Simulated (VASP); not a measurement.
Wanted: the native input for a VASP 6.6.1 run.

```yaml
Task: single point
Functional: r2SCAN
Potentials_or_basis: VASP PAW PBE potentials, release 64 (Al, Ni)
Cutoff: 520 eV
k_mesh: 16 × 16 × 14
Occupations: gaussian, width 0.1 eV
Spin: no spin polarisation
Dipole_correction: no
Further_INCAR_settings: ALGO = Normal; EDIFF = 1e-06; NBANDS = 14
```

Crystal: AlNi.

```
Al Ni
1.0
     1.98143   -1.98132    0.00000
     1.98143    1.98132    0.00000
     0.00000    0.00000    2.81035
Al Ni
1 1
Direct
  0.00000 0.00000 0.00000
  0.50000 0.50000 0.50000
```

One way to write it, as run:

POSCAR

```
AlNi
1.0
    1.9814334772     -1.9813180901      0.0000000000
    1.9814334772      1.9813180901      0.0000000000
    0.0000000000      0.0000000000      2.8103482261
Al Ni
1 1
Direct
    0.0000000000      0.0000000000      0.0000000000
    0.5000000000      0.5000000000      0.5000000000
```

INCAR.step1

```
PREC = Accurate
ENCUT = 520
ISMEAR = 0
SIGMA = 0.1
LREAL = F
LASPH = T
NELM = 60
NBANDS = 14
GGA = PE
ALGO = Normal
EDIFF = 1E-4
LWAVE = T
LCHARG = F
```

INCAR.step2

```
PREC = Accurate
ENCUT = 520
EDIFF = 1E-6
ISMEAR = 0
SIGMA = 0.1
LREAL = F
LASPH = T
NELM = 60
ALGO = Normal
ISIF = 2
LWAVE = F
LCHARG = F
METAGGA = R2SCAN
LMIXTAU = T
NBANDS = 14
ISTART = 1
```

KPOINTS

```
regular mesh
0
Gamma
  16 16 14
```

Potentials or basis: VASP PAW PBE potentials, release 64 (Al, Ni).

Run with:

```bash
$ cat potpaw_PBE.64/Al/POTCAR potpaw_PBE.64/Ni/POTCAR > POTCAR
$ cp INCAR.step1 INCAR
$ mpirun -np 1 vasp_std > vasp.out
$ cp INCAR.step2 INCAR
$ mpirun -np 1 vasp_std > vasp.out
```

Results of the run:

| Quantity | Value |
| --- | --- |
| Pressure | 12.2 GPa |
| Band gap on the k mesh | zero (an odd number of electrons rules out a gap without spin polarisation) |

Caveat: the cell stands under pressure; the PAW data sets were made with another functional, which shifts forces and pressure a little.

Wall time 5.2 min on 1 thread of Intel(R) Xeon(R) Platinum 8488C (Sapphire Rapids), on a shared host, peak memory 0.3 GiB.
